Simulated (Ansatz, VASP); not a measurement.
**C: VASP beside Ansatz**

The input INCAR:

```
ALGO     = Normal         # electronic algorithm
EDIFF    = 1E-6           # SCF threshold, eV
ENCUT    = 520            # plane-wave cutoff, eV
ISIF     = 2              # what is computed and relaxed
ISMEAR   = 0              # smearing method
LASPH    = True           # aspherical terms in the spheres
LCHARG   = False          # write CHGCAR
LREAL    = False          # projectors in reciprocal space
LWAVE    = False          # write WAVECAR
NBANDS   = 11             # bands
NELM     = 60             # most SCF steps
PREC     = Accurate       # precision mode
SIGMA    = 0.03           # smearing width, eV
```

Contents of KPOINTS:

```
k-points
0
Gamma
  16 16 16
```

The input POSCAR:

```
C
1.0
    0.0000000000      2.1801502710      3.2589567083
    1.2594682072      0.0000000000      3.2589567083
    1.2594682072      2.1801502710      0.0000000000
C
2
Direct
    0.1667065656      0.8332934344      0.1667065656
    0.8332934344      0.1667065656      0.8332934344
```

Input for Ansatz:

```yaml
crystal:
  lattice:
    - [0.0, 2.180150271, 3.2589567083]
    - [1.2594682072, 0.0, 3.2589567083]
    - [1.2594682072, 2.180150271, 0.0]
  atoms:
    - { symbol: C, position: [0.1667065656, 0.8332934344, 0.1667065656] }
    - { symbol: C, position: [0.8332934344, 0.1667065656, 0.8332934344] }
basis:
  ecutwfc: 420
kpoints:
  mp_grid: { grid: [16, 16, 16] }
hamiltonian:
  xc: lda
scf:
  occupations: { method: gaussian, width: 0.03 }
output:
  forces: true
  stress: true
  eigenvalues: true
  write_density: true
  write_potential: true
  elf: true
  volumetric_format: npy
```

Change from the starting cell: strain +0.030 along x and y, -0.030 along z, atoms carried along.

Alike in both runs: task single point; functional LDA; k mesh 16 × 16 × 16; occupations gaussian, width 0.03 eV; no spin polarisation.

|  | VASP | Ansatz |
| --- | --- | --- |
| version | VASP 6.6.1 | Ansatz 0.2.0 |
| potentials or method | VASP PAW LDA potentials, release 64 (C), cutoff 520 eV | scalar-relativistic, plane waves, PAW |
| valence electrons in the cell | 8 | 8 |

Ansatz gave:

```
gap on the k mesh at the Fermi level (eV)                     : none
pressure (GPa)                                                : -22.8
traceless stress, the component that is largest in VASP (GPa) : 24.03
rms of the force components (eV/Å)                            : 0.018
```

Problem. What did VASP give for the same quantities?

Solution. gap on the k mesh at the Fermi level (eV): none; pressure (GPa): -22.0; traceless stress, the component that is largest in VASP (GPa): 23.17; rms of the force components (eV/Å): 0.019.

LDA's correlation is that of Perdew and Zunger in VASP and of Perdew and Wang (1992) in Ansatz. Atom by atom the forces differ by 0.000 eV/Å (rms over components). A gap of «none» marks a metal or a gap that the smearing closes.
